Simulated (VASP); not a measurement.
A run of VASP 6.6.1 is set up as follows.

The input INCAR:

```
SYSTEM = Si2Mo
  ALGO = Normal
  EDIFF = 1E-6
  ENCUT = 520
  GGA = PE
  ISIF = 2
  ISMEAR = 0
  LASPH = .TRUE.
  LCHARG = .FALSE.
  LREAL = .FALSE.
  LWAVE = .FALSE.
  NBANDS = 18
  NELM = 80
  PREC = Accurate
  SIGMA = 0.05
```

KPOINTS

```
k-points
0
G
  14 14 14
  0 0 0
```

Contents of POSCAR:

```
Si2Mo
1.0
   -1.6085189520      1.6085189520      3.9365666220
    1.6085189520     -1.6085189520      3.9365666220
    1.6085189520      1.6085189520     -3.9365666220
Si Mo
2 1
Direct
    0.3351149525      0.3351149525      0.0000000000
    0.6648850475      0.6648850475      0.0000000000
    0.0000000000      0.0000000000      0.0000000000
```

Potentials or basis: VASP PAW PBE potentials, release 64 (Si, Mo_sv).

Run with:

```sh
$ cat potpaw_PBE.64/Si/POTCAR potpaw_PBE.64/Mo_sv/POTCAR > POTCAR
$ mpirun -np 1 vasp_std > vasp.out
```

Task: Predict the largest force.

Result: 0.004 eV/Å.

Task: Estimate the pressure.

Result: 0.2 GPa.

Task: Estimate the band gap on the k mesh.

Result: Zero (band 11 reaches 12.53 eV, above the bottom of band 12 at 11.59 eV).

Forces on the atoms (eV/Å):
```
Si   0.000  0.000 -0.004
Si   0.000  0.000  0.004
Mo   0.000  0.000  0.000
```
